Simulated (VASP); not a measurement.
# Si2Mo (I4/mmm) in VASP: further runs

The runs below take Si2Mo through single point, with PBE.

All numbers are computed with VASP 6.6.1; they aren't measurements. Logs are shortened: lines on timing, memory, paths and dates and some standing lists are left out, and cuts for length are marked.

## 1. The cell of the first run

Symmetry: I4/mmm, No. 139, tetragonal system. The conventional cell has a = 3.200 Å, b = 3.200 Å, c = 7.861 Å, α = 90.00°, β = 90.00°, γ = 90.00°. Si (site symmetry 4mm) has 9 Si at 2.61 to 3.20 Å and 5 Mo at 2.62 Å within 3.4 Å. Within 3.5 Å of Mo (site symmetry 4/mmm) lie 10 Si at 2.62 Å and 4 Mo at 3.20 Å.

## 2. Single point, PBE

The input, INCAR:

```
SYSTEM = Si2Mo
PREC     = Accurate       ! precision mode
ENCUT    = 520            ! plane-wave cutoff, eV
EDIFF    = 1E-6           ! SCF threshold, eV
ISMEAR   = -1             ! smearing method
SIGMA    = 0.1            ! smearing width, eV
LREAL    = .FALSE.        ! projectors in reciprocal space
LASPH    = .TRUE.         ! aspherical terms in the spheres
NELM     = 100            ! most SCF steps
ALGO     = Normal         ! electronic algorithm
ISIF     = 2              ! what is computed and relaxed
LWAVE    = .FALSE.        ! write WAVECAR
LCHARG   = .FALSE.        ! write CHGCAR
GGA      = PE             ! functional
NBANDS   = 18             ! bands
```

The input, KPOINTS:

```
Automatic mesh
0
G
  15 15 15
  0 0 0
```

The input, POSCAR:

```
Si2Mo
1.0
   -1.6000000000      1.6000000000      3.9305000000
    1.6000000000     -1.6000000000      3.9305000000
    1.6000000000      1.6000000000     -3.9305000000
Si Mo
2 1
Direct
    0.3330000000      0.3330000000      0.0000000000
    0.6670000000      0.6670000000      0.0000000000
    0.0000000000      0.0000000000      0.0000000000
```

Potentials or basis: VASP PAW PBE potentials, release 64 (Si, Mo_sv).

On the command line:

```
cat potpaw_PBE.64/Si/POTCAR potpaw_PBE.64/Mo_sv/POTCAR > POTCAR
mpirun -np 1 vasp_std > vasp.out
```

OUTCAR:

```text
SYSTEM = Si2Mo
   PREC = Accurate
   ENCUT = 520
   EDIFF = 1E-6
   ISMEAR = -1
   LREAL = .FALSE.
   LASPH = .TRUE.
   NELM = 100
   ISIF = 2
   GGA = PE

 ion  position               nearest neighbor table
   1  0.333  0.333  0.000-   2 2.61   2 2.61   2 2.61   2 2.61   3 2.62   3 2.62   3 2.62   3 2.62
                             3 2.62   2 2.63
   2  0.667  0.667  0.000-   1 2.61   1 2.61   1 2.61   1 2.61   3 2.62   3 2.62   3 2.62   3 2.62
                             3 2.62   1 2.63
   3  0.000  0.000  0.000-   2 2.62   1 2.62   2 2.62   1 2.62   2 2.62   1 2.62   1 2.62   2 2.62
                             1 2.62   2 2.62

  LATTYP: Found a body centered tetragonal cell.
 ALAT       =     3.2000000000
 C/A-ratio  =     2.4565625000

  Lattice vectors:

 A1 = (  -1.6000000000,   1.6000000000,   3.9305000000)
 A2 = (   1.6000000000,  -1.6000000000,   3.9305000000)
 A3 = (   1.6000000000,   1.6000000000,  -3.9305000000)

Analysis of symmetry for initial positions (statically):
=====================================================================
 Subroutine PRICEL returns:
 Original cell was already a primitive cell.

 Routine SETGRP: Setting up the symmetry group for a
 body centered tetragonal supercell.

 Subroutine GETGRP returns: Found 16 space group operations
 (whereof 16 operations were pure point group operations)
 out of a pool of 16 trial point group operations.

The static configuration has the point symmetry D_4h.

Analysis of symmetry for dynamics (positions and initial velocities):
=====================================================================
 Subroutine PRICEL returns:
 Original cell was already a primitive cell.

 Routine SETGRP: Setting up the symmetry group for a
 body centered tetragonal supercell.

 Subroutine GETGRP returns: Found 16 space group operations
 (whereof 16 operations were pure point group operations)
 out of a pool of 16 trial point group operations.

The dynamic configuration has the point symmetry D_4h.

 Subroutine INISYM returns: Found 16 space group operations
 (whereof 16 operations are pure point group operations),
 and found     1 'primitive' translations

----------------------------------------------------------------------------------------

                                     Primitive cell

  volume of cell :      40.2483

  direct lattice vectors                    reciprocal lattice vectors
    -1.600000000  1.600000000  3.930500000     0.000000000  0.312500000  0.127210279
     1.600000000 -1.600000000  3.930500000     0.312500000  0.000000000  0.127210279
     1.600000000  1.600000000 -3.930500000     0.312500000  0.312500000  0.000000000

  length of vectors
     4.535287229  4.535287229  4.535287229     0.337399918  0.337399918  0.441941738

  position of ions in fractional coordinates (direct lattice)
     0.333000000  0.333000000  0.000000000
     0.667000000  0.667000000  0.000000000
     0.000000000  0.000000000  0.000000000

  ion indices of the primitive-cell ions
   primitive index   ion index
                 1           1
                 2           2
                 3           3

----------------------------------------------------------------------------------------

 KPOINTS: Automatic mesh

Automatic generation of k-mesh.
 Grid dimensions read from file:
 generate k-points for:   15   15   15

 Generating k-lattice:

  Cartesian coordinates                     Fractional coordinates (reciprocal lattice)
     0.000000000  0.020833333  0.008480685     0.066666667  0.000000000 -0.000000000
     0.020833333  0.000000000  0.008480685     0.000000000  0.066666667 -0.000000000
     0.020833333  0.020833333  0.000000000     0.000000000  0.000000000  0.066666667

  Length of vectors
     0.022493328  0.022493328  0.029462783

  Shift w.r.t. Gamma in fractional coordinates (k-lattice)
     0.000000000  0.000000000  0.000000000

 Subroutine IBZKPT returns following result:
 ===========================================

 Found    288 irreducible k-points:

 Following reciprocal coordinates:
            Coordinates               Weight
  0.000000  0.000000  0.000000      1.000000
  0.066667 -0.000000  0.000000      8.000000
  0.133333 -0.000000  0.000000      8.000000
  0.200000  0.000000  0.000000      8.000000
  0.266667 -0.000000  0.000000      8.000000
  0.333333  0.000000  0.000000      8.000000
[... 16 lines left out ...]
  0.133333  0.133333  0.000000      8.000000
  0.200000  0.133333  0.000000     16.000000
 [... further k-points ...]
   k-points           NKPTS =    288   k-points in BZ     NKDIM =    288   number of bands    NBANDS=     18
   number of dos      NEDOS =    301   number of ions     NIONS =      3
   total plane-waves  NPLWV =  46656
   dimension x,y,z NGX =    36 NGY =   36 NGZ =   36
   dimension x,y,z NGXF=    72 NGYF=   72 NGZF=   72
   ions per type =               2   1
   NGX,Y,Z   is equivalent  to a cutoff of  13.20, 13.20, 13.20 a.u.
   NGXF,Y,Z  is equivalent  to a cutoff of  26.39, 26.39, 26.39 a.u.
 SYSTEM =  Si2Mo
   PREC   = accura    normal or accurate (medium, high low for compatibility)
   ISTART =      0    job   : 0-new  1-cont  2-samecut
   ICHARG =      2    charge: 1-file 2-atom 10-const
   ISPIN  =      1    spin polarized calculation?
   LNONCOLLINEAR =      F non collinear calculations
   LSORBIT =      F    spin-orbit coupling
   LASPH  =      T    aspherical Exc in radial PAW
   ENCUT  =  520.0 eV  38.22 Ry    6.18 a.u.   8.43  8.43  8.43*2*pi/ulx,y,z
   NELM   =    100;   NELMIN=  2; NELMDL= -5     # of ELM steps
   EDIFF  = 0.1E-05   stopping-criterion for ELM
   LREAL  =      F    real-space projection
   EDIFFG = 0.1E-04   stopping-criterion for IOM
   NSW    =      0    number of steps for IOM
   IBRION =     -1    ionic relax: 0-MD 1-quasi-New 2-CG
   NFREE  =      0    steps in history (QN), initial steepest desc. (CG)
   ISIF   =      2    stress and relaxation
   ISYM   =      2    0-nonsym 1-usesym 2-fastsym
   POTIM  = 0.5000    time-step for ionic-motion
   TEBEG  =    0.0;   TEEND  =   0.0 temperature during run
   PSTRESS=    0.0 pullay stress
   NELECT =      22.0000    total number of electrons
   NUPDOWN=      -1.0000    fix difference up-down
   EMIN   =  10.00;   EMAX   =-10.00  energy-range for DOS
   EFERMI =   0.00;   METHOD = LEGACY
   ISMEAR =    -1;   SIGMA  =   0.10  broadening in eV -4-tet -1-fermi 0-gaus
   EFERMI_NEDOS =   21; number of points for ismear=-14 and -15
   IALGO  =     38    algorithm
   IMIX   =      4    mixing-type and parameters
     AMIX     =   0.40;   BMIX     =  1.00
     AMIX_MAG =   1.60;   BMIX_MAG =  1.00
  volume/ion in A,a.u.               =      13.42        90.54
  Fermi-wavevector in a.u.,A,eV,Ry     =   1.338546  2.529484 24.377614  1.791704
  Thomas-Fermi vector in A             =   2.467007
   LORBIT       =      0    0 simple, 1 ext, 2 COOP (PROOUT), +10 PAW based schemes
   GGA     = PE    functional components
[... 5 lines left out ...]
 non-spin polarized calculation
  energy-cutoff  :      520.00
  volume of cell :       40.25
 maximum number of plane-waves:      1112
 NGX is ok and might be reduce to    36
   NGX = 17   NGY = 17   NGZ = 17

 number of electron      22.0000000 magnetization

 Free energy of the ion-electron system (eV)
  ---------------------------------------------------
  ext. energy  EPLUGINS =         0.00000000
  ---------------------------------------------------
  free energy    TOTEN  =       -23.25723365 eV

  energy without entropy =      -23.24654333  energy(sigma->0) =      -23.25188849

 E-fermi :  12.2606     XC(G=0): -12.4280

 val. band max:       12.2434828193   @ k =  -0.4000  -0.4667   0.4000
 cond. band min:      12.2646455828   @ k =  -0.4000   0.4000   0.4000
 fundamental gap:      0.0211627635
 Fermi energy:        12.2605789897

 k-point     1 :       0.0000    0.0000    0.0000
  band No.  band energies     occupation
      1     -48.4678      2.00000
      2     -22.6312      2.00000
      3     -22.5329      2.00000
      4     -22.5329      2.00000
      5      -1.1899      2.00000
      6       5.9294      2.00000
[... 10 lines left out ...]
     17      17.2933      0.00000
     18      17.2933      0.00000

 k-point     2 :       0.0667   -0.0000    0.0000
  band No.  band energies     occupation
      1     -48.4670      2.00000
      2     -22.6303      2.00000
      3     -22.5442      2.00000
      4     -22.5319      2.00000
      5      -1.1092      2.00000
      6       5.9340      2.00000
[... 10 lines left out ...]
     17      17.3663      0.00000
     18      17.8033      0.00000

 k-point     3 :       0.1333   -0.0000    0.0000
  band No.  band energies     occupation
      1     -48.4648      2.00000
      2     -22.6280      2.00000
      3     -22.5759      2.00000
      4     -22.5290      2.00000
      5      -0.8698      2.00000
      6       5.9227      2.00000
[... 10 lines left out ...]
     17      17.7645      0.00000
     18      18.8640      0.00000

 k-point     4 :       0.2000    0.0000    0.0000
  band No.  band energies     occupation
      1     -48.4614      2.00000
      2     -22.6256      2.00000
      3     -22.6211      2.00000
      4     -22.5246      2.00000
      5      -0.4795      2.00000
      6       5.7975      2.00000
[... 375 lines left out ...]
      4     -22.5423      2.00000
      5      -1.0524      2.00000
      6       6.0531      2.00000
[... 10 lines left out ...]
     17      17.5916      0.00000
     18      17.9223      0.00000

 k-point    23 :       0.1333    0.1333    0.0000
  band No.  band energies     occupation
      1     -48.4617      2.00000
      2     -22.6262      2.00000
      3     -22.5740      2.00000
      4     -22.5690      2.00000
      5      -0.4718      2.00000
      6       5.5325      2.00000
[... 10 lines left out ...]
     17      18.8543      0.00000
     18      19.1898      0.00000

 k-point    24 :       0.2000    0.1333    0.0000
  band No.  band energies     occupation
      1     -48.4584      2.00000
      2     -22.6241      2.00000
      3     -22.6165      2.00000
      4     -22.5666      2.00000
      5      -0.0563      2.00000
      6       5.3418      2.00000
[... 10 lines left out ...]
     17      18.8691      0.00000
     18      20.2953      0.00000

 [... further k-points ...]
[... 5 lines left out ...]
  --------------------------------------------------------------------------------------
  -------------------------------------------------------------------------------------
  Total        0.7054977      0.7054977      0.4257742      0.0000000      0.0000000      0.0000000
  in kB       28.0839633     28.0839633     16.9489240      0.0000000      0.0000000      0.0000000
  external PRESSURE =      24.3722836 kB  Pullay stress =       0.0000000 kB

 VOLUME and BASIS-vectors are now :
 -----------------------------------------------------------------------------
  energy-cutoff  :      520.00
  volume of cell :       40.25
      direct lattice vectors                 reciprocal lattice vectors
    -1.600000000  1.600000000  3.930500000     0.000000000  0.312500000  0.127210279
     1.600000000 -1.600000000  3.930500000     0.312500000  0.000000000  0.127210279
     1.600000000  1.600000000 -3.930500000     0.312500000  0.312500000  0.000000000

 POSITION                                       TOTAL-FORCE (eV/Angst)
 -----------------------------------------------------------------------------------
      0.00000      0.00000      2.61771        -0.000000     -0.000000      0.271910
      0.00000      0.00000      5.24329        -0.000000     -0.000000     -0.271910
      0.00000      0.00000      0.00000         0.000000      0.000000      0.000000
 -----------------------------------------------------------------------------------
    total drift:                                0.000000      0.000000     -0.000000

  FREE ENERGIE OF THE ION-ELECTRON SYSTEM (eV)
  ---------------------------------------------------
  free  energy   TOTEN  =       -23.2572336476 eV

  energy  without entropy=      -23.2465433301  energy(sigma->0) =      -23.25188849
```

Wall time 1.8 min (1 thread of Intel Xeon 6975P-C (Granite Rapids), shared host); peak memory 0.34 GiB.

What came out:

- Free energy: -23.2572 eV
- Pressure: 2.4 GPa
- Largest force: 0.272 eV/Å
- Band gap on the k mesh: zero (band 11 reaches 12.78 eV, above the bottom of band 12 at 11.79 eV)

Forces in eV/Å, atoms in the order of the input:
```
Si   0.000  0.000  0.272
Si   0.000  0.000 -0.272
Mo   0.000  0.000  0.000
```

Stress tensor (GPa, compression positive):
```
2.81 0.00 0.00
0.00 2.81 0.00
0.00 0.00 1.69
```

## 3. Single point, PBE

The input, INCAR:

```
  ALGO = Normal
  EDIFF = 1E-6
  ENCUT = 520
  GGA = PE
  ISIF = 2
  ISMEAR = -1
  LASPH = T
  LCHARG = T
  LELF = T
  LREAL = F
  LVHAR = T
  LWAVE = F
  NBANDS = 18
  NELM = 100
  PREC = Accurate
  SIGMA = 0.1
```

The input, KPOINTS:

```
k-points
0
Gamma
  15 15 15
```

POSCAR is that of step 2.

Potentials or basis: VASP PAW PBE potentials, release 64 (Si, Mo_sv).

On the command line:

```
cat potpaw_PBE.64/Si/POTCAR potpaw_PBE.64/Mo_sv/POTCAR > POTCAR
mpirun -np 1 vasp_std > vasp.out
```

OUTCAR:

```text
EDIFF = 1E-6
   ENCUT = 520
   GGA = PE
   ISIF = 2
   ISMEAR = -1
   LASPH = T
   LREAL = F
   NELM = 100
   PREC = Accurate

 ion  position               nearest neighbor table
   1  0.333  0.333  0.000-   2 2.61   2 2.61   2 2.61   2 2.61   3 2.62   3 2.62   3 2.62   3 2.62
                             3 2.62   2 2.63
   2  0.667  0.667  0.000-   1 2.61   1 2.61   1 2.61   1 2.61   3 2.62   3 2.62   3 2.62   3 2.62
                             3 2.62   1 2.63
   3  0.000  0.000  0.000-   2 2.62   1 2.62   2 2.62   1 2.62   2 2.62   1 2.62   1 2.62   2 2.62
                             1 2.62   2 2.62

  LATTYP: Found a body centered tetragonal cell.
 ALAT       =     3.2000000000
 C/A-ratio  =     2.4565625000

  Lattice vectors:

 A1 = (  -1.6000000000,   1.6000000000,   3.9305000000)
 A2 = (   1.6000000000,  -1.6000000000,   3.9305000000)
 A3 = (   1.6000000000,   1.6000000000,  -3.9305000000)

Analysis of symmetry for initial positions (statically):
=====================================================================
 Subroutine PRICEL returns:
 Original cell was already a primitive cell.

 Routine SETGRP: Setting up the symmetry group for a
[... 164 lines left out ...]
  ext. energy  EPLUGINS =         0.00000000
  ---------------------------------------------------
  free energy    TOTEN  =       -23.25723365 eV

  energy without entropy =      -23.24654333  energy(sigma->0) =      -23.25188849

 E-fermi :  12.2606     XC(G=0): -12.4280

 val. band max:       12.2434828193   @ k =  -0.4000  -0.4667   0.4000
 cond. band min:      12.2646455828   @ k =  -0.4000   0.4000   0.4000
 fundamental gap:      0.0211627635
 Fermi energy:        12.2605789897

 k-point     1 :       0.0000    0.0000    0.0000
  band No.  band energies     occupation
      1     -48.4678      2.00000
      2     -22.6312      2.00000
      3     -22.5329      2.00000
      4     -22.5329      2.00000
      5      -1.1899      2.00000
      6       5.9294      2.00000
[... 481 lines left out ...]
      5      -0.0563      2.00000
      6       5.3418      2.00000
[... 10 lines left out ...]
     17      18.8691      0.00000
     18      20.2953      0.00000

 [... further k-points ...]
[... 5 lines left out ...]
  --------------------------------------------------------------------------------------
  -------------------------------------------------------------------------------------
  Total        0.7054977      0.7054977      0.4257742      0.0000000      0.0000000      0.0000000
  in kB       28.0839633     28.0839633     16.9489240      0.0000000      0.0000000      0.0000000
  external PRESSURE =      24.3722836 kB  Pullay stress =       0.0000000 kB

 VOLUME and BASIS-vectors are now :
 -----------------------------------------------------------------------------
  energy-cutoff  :      520.00
  volume of cell :       40.25
      direct lattice vectors                 reciprocal lattice vectors
    -1.600000000  1.600000000  3.930500000     0.000000000  0.312500000  0.127210279
     1.600000000 -1.600000000  3.930500000     0.312500000  0.000000000  0.127210279
     1.600000000  1.600000000 -3.930500000     0.312500000  0.312500000  0.000000000

 POSITION                                       TOTAL-FORCE (eV/Angst)
 -----------------------------------------------------------------------------------
      0.00000      0.00000      2.61771        -0.000000     -0.000000      0.271910
      0.00000      0.00000      5.24329        -0.000000     -0.000000     -0.271910
      0.00000      0.00000      0.00000         0.000000      0.000000      0.000000
 -----------------------------------------------------------------------------------
    total drift:                                0.000000      0.000000     -0.000000

  FREE ENERGIE OF THE ION-ELECTRON SYSTEM (eV)
  ---------------------------------------------------
  free  energy   TOTEN  =       -23.2572336476 eV

  energy  without entropy=      -23.2465433301  energy(sigma->0) =      -23.25188849
```

Run time: 98 s. Hardware: 1 thread of Intel Xeon 6975P-C (Granite Rapids), shared host; peak memory 0.35 GiB.

Results:

- Free energy: -23.2572 eV
- Pressure: 2.4 GPa
- Largest force: 0.272 eV/Å
- Band gap on the k mesh: zero (band 11 reaches 12.78 eV, above the bottom of band 12 at 11.79 eV)

Forces on the atoms (eV/Å):
```
Si   0.000  0.000  0.272
Si   0.000  0.000 -0.272
Mo   0.000  0.000  0.000
```

Stress tensor (GPa, compression positive):
```
2.81 0.00 0.00
0.00 2.81 0.00
0.00 0.00 1.69
```
